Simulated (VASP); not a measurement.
# Ir (P2_1/m) in VASP: a series of runs

Ir is run at these levels: PBEsol; tasks: single point.

Program: VASP 6.6.1. These are calculated values, not measurements. Logs are shortened: lines on timing, memory, paths and dates and some standing lists are left out, and cuts for length are marked.

**1. The cell of the first run**

Symmetry: P2_1/m, No. 11, monoclinic system. Conventional cell: a = 2.751 Å, b = 4.462 Å, c = 2.751 Å, α = 90.00°, β = 120.00°, γ = 90.00°. Ir (site symmetry m) has 12 Ir at 2.54 to 2.99 Å within 3.4 Å.

**2. Single point, PBEsol (atom 1 (Ir) moved by (-0.450, +0.000) A along x and y)**

The input, INCAR:

```
SYSTEM = Ir
PREC = Accurate ; ENCUT = 520
EDIFF = 1E-6 ; ISMEAR = 0
SIGMA = 0.15 ; LREAL = .False.
LASPH = .True. ; NELM = 100
ALGO = Fast ; ISIF = 2
LWAVE = .False. ; LCHARG = .False.
GGA = PS ; NBANDS = 16
```

The input, KPOINTS:

```
regular mesh
0
Gamma
  18 18 12
  0 0 0
```

The input, POSCAR:

```
Ir
1.0
    2.7513778946      0.0000000000      0.0000000000
   -1.3756889473      2.3827631521      0.0000000000
    0.0000000000      0.0000000000      4.4622900000
Ir
2
Direct
    0.5031122524      0.3333333333      0.7500000000
    0.3333333333      0.6666666667      0.2500000000
```

Potentials or basis: VASP PAW PBE potentials, release 64 (Ir).

Launch:

```sh
> cat potpaw_PBE.64/Ir/POTCAR > POTCAR
> mpirun -np 1 vasp_std > vasp.out
```

OUTCAR:

```text
SYSTEM = Ir
   PREC = Accurate
   ENCUT = 520
   EDIFF = 1E-6
   ISMEAR = 0
   LREAL = .False.
   LASPH = .True.
   NELM = 100
   ISIF = 2
   GGA = PS

 ion  position               nearest neighbor table
   1  0.503  0.333  0.750-   2 2.54   2 2.54   2 2.78   2 2.78   2 2.99   2 2.99
   2  0.333  0.667  0.250-   1 2.54   1 2.54   1 2.78   1 2.78   1 2.99   1 2.99

  LATTYP: Found a hexagonal cell.
 ALAT       =     2.7513778946
 C/A-ratio  =     1.6218382828

  Lattice vectors:

 A1 = (   2.7513778946,   0.0000000000,   0.0000000000)
 A2 = (  -1.3756889473,   2.3827631521,   0.0000000000)
 A3 = (   0.0000000000,   0.0000000000,   4.4622900000)

Analysis of symmetry for initial positions (statically):
=====================================================================
 Subroutine PRICEL returns:
 Original cell was already a primitive cell.

 Routine SETGRP: Setting up the symmetry group for a
 hexagonal supercell.

 Subroutine GETGRP returns: Found  4 space group operations
 (whereof  1 operations were pure point group operations)
 out of a pool of 24 trial point group operations.

The static configuration has the point symmetry C_1 .
 The point group associated with its full space group is C_2h.

Analysis of symmetry for dynamics (positions and initial velocities):
=====================================================================
 Subroutine PRICEL returns:
 Original cell was already a primitive cell.

 Routine SETGRP: Setting up the symmetry group for a
 hexagonal supercell.

 Subroutine GETGRP returns: Found  4 space group operations
 (whereof  1 operations were pure point group operations)
 out of a pool of 24 trial point group operations.

The dynamic configuration has the point symmetry C_1 .
 The point group associated with its full space group is C_2h.

 Subroutine INISYM returns: Found  4 space group operations
 (whereof  1 operations are pure point group operations),
 and found     1 'primitive' translations

----------------------------------------------------------------------------------------

                                     Primitive cell

  volume of cell :      29.2542

  direct lattice vectors                    reciprocal lattice vectors
     2.751377895  0.000000000  0.000000000     0.363454254  0.209840411  0.000000000
    -1.375688947  2.382763152  0.000000000     0.000000000  0.419680823  0.000000000
     0.000000000  0.000000000  4.462290000     0.000000000  0.000000000  0.224100182

  length of vectors
     2.751377895  2.751377895  4.462290000     0.419680823  0.419680823  0.224100182

  position of ions in fractional coordinates (direct lattice)
     0.503112252  0.333333333  0.750000000
     0.333333333  0.666666667  0.250000000

  ion indices of the primitive-cell ions
   primitive index   ion index
                 1           1
                 2           2

----------------------------------------------------------------------------------------

 KPOINTS: regular mesh

Automatic generation of k-mesh.
 Grid dimensions read from file:
 generate k-points for:   18   18   12

 Generating k-lattice:

  Cartesian coordinates                     Fractional coordinates (reciprocal lattice)
     0.020191903  0.011657801  0.000000000     0.055555556 -0.000000000  0.000000000
     0.000000000  0.023315601  0.000000000     0.000000000  0.055555556  0.000000000
     0.000000000  0.000000000  0.018675015     0.000000000  0.000000000  0.083333333

  Length of vectors
     0.023315601  0.023315601  0.018675015

  Shift w.r.t. Gamma in fractional coordinates (k-lattice)
     0.000000000  0.000000000  0.000000000

 Subroutine IBZKPT returns following result:
 ===========================================

 Found   1148 irreducible k-points:

 Following reciprocal coordinates:
            Coordinates               Weight
  0.000000  0.000000  0.000000      1.000000
  0.055556  0.000000  0.000000      2.000000
  0.000000  0.055556  0.000000      2.000000
 -0.055556  0.055556  0.000000      2.000000
  0.111111  0.000000  0.000000      2.000000
  0.000000  0.111111  0.000000      2.000000
[... 16 lines left out ...]
  0.444444 -0.000000  0.000000      2.000000
  0.000000  0.444444  0.000000      2.000000
 [... further k-points ...]
   k-points           NKPTS =   1148   k-points in BZ     NKDIM =   1148   number of bands    NBANDS=     16
   number of dos      NEDOS =    301   number of ions     NIONS =      2
   total plane-waves  NPLWV =  14400
   dimension x,y,z NGX =    20 NGY =   20 NGZ =   36
   dimension x,y,z NGXF=    40 NGYF=   40 NGZF=   72
   ions per type =               2
   NGX,Y,Z   is equivalent  to a cutoff of  12.08, 12.08, 13.41 a.u.
   NGXF,Y,Z  is equivalent  to a cutoff of  24.17, 24.17, 26.82 a.u.
 SYSTEM =  Ir
   PREC   = accura    normal or accurate (medium, high low for compatibility)
   ISTART =      0    job   : 0-new  1-cont  2-samecut
   ICHARG =      2    charge: 1-file 2-atom 10-const
   ISPIN  =      1    spin polarized calculation?
   LNONCOLLINEAR =      F non collinear calculations
   LSORBIT =      F    spin-orbit coupling
   LASPH  =      T    aspherical Exc in radial PAW
   ENCUT  =  520.0 eV  38.22 Ry    6.18 a.u.   5.12  5.12  8.30*2*pi/ulx,y,z
   NELM   =    100;   NELMIN=  2; NELMDL= -5     # of ELM steps
   EDIFF  = 0.1E-05   stopping-criterion for ELM
   LREAL  =      F    real-space projection
   EDIFFG = 0.1E-04   stopping-criterion for IOM
   NSW    =      0    number of steps for IOM
   IBRION =     -1    ionic relax: 0-MD 1-quasi-New 2-CG
   NFREE  =      0    steps in history (QN), initial steepest desc. (CG)
   ISIF   =      2    stress and relaxation
   ISYM   =      2    0-nonsym 1-usesym 2-fastsym
   POTIM  = 0.5000    time-step for ionic-motion
   TEBEG  =    0.0;   TEEND  =   0.0 temperature during run
   PSTRESS=    0.0 pullay stress
   NELECT =      18.0000    total number of electrons
   NUPDOWN=      -1.0000    fix difference up-down
   EMIN   =  10.00;   EMAX   =-10.00  energy-range for DOS
   EFERMI =   0.00;   METHOD = LEGACY
   ISMEAR =     0;   SIGMA  =   0.15  broadening in eV -4-tet -1-fermi 0-gaus
   EFERMI_NEDOS =   21; number of points for ismear=-14 and -15
   IALGO  =     68    algorithm
   IMIX   =      4    mixing-type and parameters
     AMIX     =   0.40;   BMIX     =  1.00
     AMIX_MAG =   1.60;   BMIX_MAG =  1.00
  volume/ion in A,a.u.               =      14.63        98.71
  Fermi-wavevector in a.u.,A,eV,Ry     =   1.392417  2.631287 26.379323  1.938826
  Thomas-Fermi vector in A             =   2.516162
   LORBIT       =      0    0 simple, 1 ext, 2 COOP (PROOUT), +10 PAW based schemes
   GGA     = PS    functional components
   LHFCALC =     F    Hartree Fock is set to
   AEXX    =    0.0000 exact exchange contribution
   IVDW    =     0    specifies the selected vdW correction
   LEPSILON=     F    determine dielectric tensor
   LRPA    =     F    only Hartree local field effects (RPA)
 non-spin polarized calculation
 RMM-DIIS sequential band-by-band and
 Gauss-broadening in eV      SIGMA  =   0.15
  energy-cutoff  :      520.00
  volume of cell :       29.25
 maximum number of plane-waves:       801
   NGX = 11   NGY = 11   NGZ = 17

 number of electron      18.0000000 magnetization

 Free energy of the ion-electron system (eV)
  ---------------------------------------------------
  ext. energy  EPLUGINS =         0.00000000
  ---------------------------------------------------
  free energy    TOTEN  =       -19.05214572 eV

  energy without entropy =      -19.02051715  energy(sigma->0) =      -19.03633144

 E-fermi :   9.6345     XC(G=0): -13.8900

 val. band max:        9.6338765502   @ k =   0.0000   0.1667   0.0000
 cond. band min:       9.6374307879   @ k =   0.0556   0.0000   0.1667
 fundamental gap:      0.0035542377
 Fermi energy:         9.6344982803

 k-point     1 :       0.0000    0.0000    0.0000
  band No.  band energies     occupation
      1      -1.1436      2.00000
      2       1.9635      2.00000
      3       5.0997      2.00000
      4       6.0015      2.00000
      5       6.5405      2.00000
      6       6.6690      2.00000
[... 8 lines left out ...]
     15      25.7993      0.00000
     16      26.3340      0.00000

 k-point     2 :       0.0556    0.0000    0.0000
  band No.  band energies     occupation
      1      -1.0303      2.00000
      2       2.0544      2.00000
      3       5.1088      2.00000
      4       6.0973      2.00000
      5       6.4843      2.00000
      6       6.6322      2.00000
[... 8 lines left out ...]
     15      25.8601      0.00000
     16      26.4285      0.00000

 k-point     3 :       0.0000    0.0556    0.0000
  band No.  band energies     occupation
      1      -1.0261      2.00000
      2       2.0741      2.00000
      3       5.1262      2.00000
      4       5.9825      2.00000
      5       6.5855      2.00000
      6       6.6005      2.00000
[... 8 lines left out ...]
     15      25.9753      0.00000
     16      26.4972      0.00000

 k-point     4 :      -0.0556    0.0556    0.0000
  band No.  band energies     occupation
      1      -1.0245      2.00000
      2       2.0798      2.00000
      3       5.0973      2.00000
      4       5.9637      2.00000
      5       6.5955      2.00000
      6       6.6031      2.00000
[... 8 lines left out ...]
     15      25.9864      0.00000
     16      26.5316      0.00000
[... 324 lines left out ...]
 k-point    22 :      -0.3889    0.3889    0.0000
  band No.  band energies     occupation
      1       2.6357      2.00000
      2       3.2176      2.00000
      3       4.4333      2.00000
      4       5.0276      2.00000
      5       5.0321      2.00000
      6       6.3437      2.00000
[... 8 lines left out ...]
     15      22.6429      0.00000
     16      23.6589      0.00000

 k-point    23 :       0.4444   -0.0000    0.0000
  band No.  band energies     occupation
      1       1.8809      2.00000
      2       2.5235      2.00000
      3       2.6929      2.00000
      4       5.6687      2.00000
      5       6.6463      2.00000
      6       7.3365      2.00000
[... 8 lines left out ...]
     15      21.9191      0.00000
     16      23.0313      0.00000

 k-point    24 :       0.0000    0.4444    0.0000
  band No.  band energies     occupation
      1       2.5800      2.00000
      2       3.0094      2.00000
      3       3.2971      2.00000
      4       5.8214      2.00000
      5       6.0611      2.00000
      6       6.4134      2.00000
[... 8 lines left out ...]
     15      21.6552      0.00000
     16      23.1568      0.00000

 [... further k-points ...]
[... 5 lines left out ...]
  --------------------------------------------------------------------------------------
  -------------------------------------------------------------------------------------
  Total       -1.1838222     -2.5655640      1.3776846     -0.1914472      0.0000000      0.0000000
  in kB      -64.8347965   -140.5091236     75.4521233    -10.4850566      0.0000000      0.0000000
  external PRESSURE =     -43.2972656 kB  Pullay stress =       0.0000000 kB

 VOLUME and BASIS-vectors are now :
 -----------------------------------------------------------------------------
  energy-cutoff  :      520.00
  volume of cell :       29.25
      direct lattice vectors                 reciprocal lattice vectors
     2.751377895  0.000000000  0.000000000     0.363454254  0.209840411  0.000000000
    -1.375688947  2.382763152  0.000000000     0.000000000  0.419680823  0.000000000
     0.000000000  0.000000000  4.462290000     0.000000000  0.000000000  0.224100182

 POSITION                                       TOTAL-FORCE (eV/Angst)
 -----------------------------------------------------------------------------------
      0.92569      0.79425      3.34672         1.557051     -0.181965      0.000000
     -0.00000      1.58851      1.11557        -1.557051      0.181965      0.000000
 -----------------------------------------------------------------------------------
    total drift:                                0.000001     -0.000002     -0.000000

  FREE ENERGIE OF THE ION-ELECTRON SYSTEM (eV)
  ---------------------------------------------------
  free  energy   TOTEN  =       -19.0521457221 eV

  energy  without entropy=      -19.0205171550  energy(sigma->0) =      -19.03633144
```

Wall time 19 min (1 thread of AMD EPYC 7R13, shared host); peak memory 0.5 GiB.

Results:

```yaml
Free_energy: -19.0521 eV
Pressure: -4.3 GPa
Largest_force: 1.568 eV/Å
Band_gap_on_the_k_mesh: zero (band 9 reaches 11.09 eV, above the bottom of band 10 at 7.78 eV)
```

Forces on the atoms (eV/Å):
```
Ir   1.557 -0.182  0.000
Ir  -1.557  0.182  0.000
```

Caveat: the cell differs from its parent crystal (atom 1 (Ir) moved by (-0.450, +0.000) A along x and y); the PAW data sets were made with another functional, which shifts forces and pressure a little; spin-orbit coupling is left out, which moves the levels of the heavy elements.

**3. Single point, PBEsol (atom 1 (Ir) moved by (-0.450, +0.450) A along x and y)**

The input, INCAR:

```
SYSTEM = Ir
PREC = Accurate
ENCUT = 520
EDIFF = 1E-7
ISMEAR = 0
SIGMA = 0.15
LREAL = .False.
LASPH = .True.
NELM = 100
ALGO = Fast
ISIF = 2
LWAVE = .False.
LCHARG = .True.
GGA = PS
LELF = .True.
LVHAR = .True.
NBANDS = 16
```

The input, KPOINTS:

```
Automatic mesh
0
Gamma
  18 18 12
  0 0 0
```

POSCAR: that of step 2 with these lines changed.

```diff
@@ -8,3 +8,3 @@
 Direct
-    0.5031122524      0.3333333333      0.7500000000
+    0.5975404375      0.5221897036      0.7500000000
     0.3333333333      0.6666666667      0.2500000000
```

Potentials or basis: VASP PAW PBE potentials, release 64 (Ir).

Launch:

```sh
> cat potpaw_PBE.64/Ir/POTCAR > POTCAR
> mpirun -np 1 vasp_std > vasp.out
```

It took 19 min on 1 thread of AMD EPYC 7R13, shared host; peak memory 0.5 GiB.

It converged, with:

```
Free energy            : -18.6796 eV
Pressure               : 4.3 GPa
Largest force          : 1.949 eV/Å
Band gap on the k mesh : zero (band 9 reaches 11.13 eV, above the bottom of band 10 at 7.49 eV)
```

Forces on the atoms (eV/Å):
```
Ir   1.501 -1.242  0.000
Ir  -1.501  1.242  0.000
```

Stress tensor (GPa, compression positive):
```
 -7.01  -6.02   0.00
 -6.02 -10.12   0.00
  0.00   0.00  29.94
```

Levels at points of the mesh, in eV from the Fermi level:
```tsv
k point	band 5	band 6	band 7	band 8	band 9	band 10	band 11	band 12	band 13	band 14
(0.00, 0.00, 0.00)	-3.25	-2.95	-2.52	-2.49	-1.67	-0.54	0.08	0.51	7.66	14.83
(0.50, 0.00, 0.00)	-3.01	-2.59	-1.92	-1.31	0.98	1.11	2.77	4.64	7.52	9.04
(0.00, 0.50, 0.00)	-3.35	-1.87	-1.14	-0.30	0.89	1.24	2.31	5.15	6.74	7.22
(0.50, 0.50, 0.00)	-4.64	-3.55	-2.59	0.78	0.83	1.38	2.99	4.17	8.50	10.71
(0.00, 0.00, 0.50)	-3.62	-3.62	-3.11	-3.11	-0.31	-0.31	-0.16	-0.16	13.68	13.68
(0.50, 0.00, 0.50)	-2.14	-2.14	0.13	0.13	1.09	1.09	2.92	2.92	7.04	7.04
(0.00, 0.50, 0.50)	-3.20	-3.20	-0.17	-0.17	1.12	1.12	3.57	3.57	6.22	6.22
(0.50, 0.50, 0.50)	-1.70	-1.70	0.08	0.08	1.09	1.09	2.02	2.02	7.98	7.98
```

Caveat: the cell differs from its parent crystal (atom 1 (Ir) moved by (-0.450, +0.450) A along x and y); the PAW data sets were made with another functional, which shifts forces and pressure a little; spin-orbit coupling is left out, which moves the levels of the heavy elements.
